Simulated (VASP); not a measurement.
# TaGe3W2: relaxation of cell and atoms with PBE

Crystal: TaGe3W2.

```xyz
6
Lattice="3.7016 0.0000 0.0000 0.0000 3.7016 0.0000 0.0000 0.0000 7.6021" Properties=species:S:1:pos:R:3 pbc="T T T"
Ta    1.8508    1.8508    0.0000
Ge    0.0000    0.0000    0.0000
Ge    1.8508    0.0000    4.7120
Ge    0.0000    1.8508    2.8901
W     1.8508    0.0000    2.0081
W     0.0000    1.8508    5.5940
```

The cell was generated, and may not be a known phase.

```yaml
Program: VASP 6.6.1
Task: relaxation of cell and atoms
Functional: PBE
Potentials_or_basis: VASP PAW PBE potentials, release 64 (Ta_pv, Ge_d, W_sv)
Cutoff: 600 eV
k_mesh: 10 × 10 × 6
Occupations: gaussian, width 0.1 eV
Spin: no spin polarisation
Dipole_correction: no
Further_INCAR_settings: ALGO = Fast; EDIFF = 1e-07; IBRION = 2; EDIFFG = -0.01; NSW = 100; ISIF = 3
```

- Energy gained by relaxing: 0.2 meV/atom
- Ionic steps: 6
- Pressure after relaxing: 0.0 GPa
- Largest force after relaxing: 0.009 eV/Å
- Band gap on the k mesh: zero (an odd number of electrons rules out a gap without spin polarisation)

Forces on the atoms (eV/Å):
```
Ta   0.000  0.000  0.000
Ge   0.000  0.000  0.000
Ge   0.000  0.000  0.004
Ge   0.000  0.000 -0.004
W    0.000  0.000  0.009
W    0.000  0.000 -0.009
```

Stress tensor (GPa, compression positive):
```
 0.05  0.00  0.00
 0.00  0.05  0.00
 0.00  0.00 -0.04
```

The path:
```csv
step,energy change (eV),largest force (eV/Å),pressure (GPa),volume (Å³)
1,0.0000,0.0675,0.17,104.17
2,-0.0007,0.0170,-0.40,104.45
3,-0.0008,0.0290,-0.27,104.38
4,-0.0011,0.0089,0.19,104.08
5,-0.0011,0.0100,0.00,104.17
6,-0.0011,0.0094,0.02,104.17
```

Final structure:
```
CELL_PARAMETERS angstrom
3.69661 0.00000 0.00000
0.00000 3.69661 0.00000
0.00000 0.00000 7.62334
ATOMIC_POSITIONS crystal
Ta 0.50000 0.50000 0.00000
Ge 0.00000 0.00000 0.00000
Ge 0.50000 0.00000 0.62040
Ge 0.00000 0.50000 0.37960
W 0.50000 0.00000 0.26457
W 0.00000 0.50000 0.73543
```

Levels at points of the mesh, in eV from the Fermi level:
| k point | band 38 | band 39 | band 40 | band 41 | band 42 | band 43 |
| --- | --- | --- | --- | --- | --- | --- |
| (0.00, 0.00, 0.00) | -1.39 | -0.74 | -0.45 | -0.45 | 0.20 | 1.56 |
| (0.50, 0.00, 0.00) | -1.03 | -0.98 | -0.41 | 0.55 | 0.64 | 0.99 |
| (0.50, 0.50, 0.00) | -1.51 | -1.44 | -0.21 | 0.38 | 0.38 | 1.22 |
| (0.00, 0.00, 0.50) | -0.70 | -0.51 | -0.51 | -0.43 | 0.12 | 0.39 |
| (0.50, 0.00, 0.50) | -1.68 | -1.50 | -1.11 | 0.45 | 0.54 | 0.56 |
| (0.50, 0.50, 0.50) | -1.46 | -1.43 | -0.21 | -0.15 | -0.15 | 1.24 |

It took 80 min on 1 thread of Oxide Virtual Turin-like Processor (shared host), peak memory 0.55 GiB.

Caveat: spin-orbit coupling is left out, which moves the levels of the heavy elements.
